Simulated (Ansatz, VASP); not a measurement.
Two plane-wave programs on Hf2MgO2

```xyz
10
Lattice="3.8886 0.0000 0.0000 0.0000 3.8886 0.0000 0.0000 0.0000 9.9287" Properties=species:S:1:pos:R:3 pbc="T T T"
Mg    1.9443    0.0000    2.3158
Mg    0.0000    1.9443    7.6129
Hf    0.0000    0.0000    0.0000
Hf    1.9443    1.9443    0.0000
Hf    1.9443    0.0000    6.0783
Hf    0.0000    1.9443    3.8505
O     0.0000    0.0000    4.9644
O     1.9443    1.9443    4.9644
O     1.9443    0.0000    8.3525
O     0.0000    1.9443    1.5763
```

Change from the starting cell: species swapped into the EuCu2Sb2 type (P4/nmm, No. 129).

Alike in both runs: task relaxation of cell and atoms; functional PBE; k mesh 10 × 10 × 4; occupations gaussian, width 0.1 eV; no spin polarisation.

|  | VASP | Ansatz |
| --- | --- | --- |
| version | VASP 6.6.1 | Ansatz 0.2.0 |
| potentials or method | VASP PAW PBE potentials, release 64 (Mg, Hf_pv, O), cutoff 600 eV | scalar-relativistic, plane waves, PAW |
| valence electrons in the cell | 68 | 148 |

VASP gave:

| Property | Result |
| --- | --- |
| gap on the k mesh at the Fermi level, each at its own relaxed structure (eV) | none |
| relaxed volume (Å³/atom) | 14.83 |
| relaxed length of the cell vector where the two differ most in proportion (Å) | 3.890 |

Problem. Estimate Ansatz's values.

Solution. gap on the k mesh at the Fermi level, each at its own relaxed structure (eV): none; relaxed volume (Å³/atom): 14.99; relaxed length of the cell vector where the two differ most in proportion (Å): 3.907.

A gap of «none» marks a metal or a gap that the smearing closes. VASP's potentials hold 68 valence electrons a cell and Ansatz's 148, so a difference there can come from the potentials and not from the codes.

Neither program's run includes spin-orbit coupling.
